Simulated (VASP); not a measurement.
PbSe: single point with HF

Crystal: PbSe.

```
Pb Se
1.0
     3.78432    0.00000    0.00000
     0.00000    3.78432    0.00000
     0.00000    0.00000    3.78432
Pb Se
1 1
Direct
  0.00000 0.00000 0.00000
  0.50000 0.50000 0.50000
```

- Program: VASP 6.6.1
- Task: single point
- Functional: HF
- Potentials or basis: VASP PAW PBE potentials, release 64 (Pb_d, Se)
- Cutoff: 520 eV
- k mesh: 4 × 4 × 4
- Occupations: fermi-dirac, width 0.05 eV
- Spin: no spin polarisation

```json
{
 "Pressure": "4.8 GPa",
 "Band gap on the k mesh": "4.32 eV (least direct gap 5.52 eV)"
}
```

Levels at points of the mesh, in eV from the valence-band top:
```
           k point  band 8  band 9  band 10  band 11  band 12  band 13
(0.00, 0.00, 0.00)   -2.36   -2.36    -2.36    11.20    11.20    13.06
(0.50, 0.00, 0.00)   -0.75   -0.75     0.00     5.52     9.29     9.29
(0.50, 0.50, 0.00)   -6.12   -6.12    -0.34    10.62    10.62    11.65
(0.50, 0.50, 0.50)   -3.56   -3.56    -3.56     4.32     4.32     4.32
```

Run time: 32 min on 1 thread of AMD EPYC 7R43 64-Core Processor (Zen 3), on a shared host, peak memory 0.15 GiB.

Caveat: the cell stands under pressure; the PAW data sets were made with another functional, which shifts forces and pressure a little; spin-orbit coupling is left out, which moves the levels of the heavy elements. A k mesh can miss the band edges.
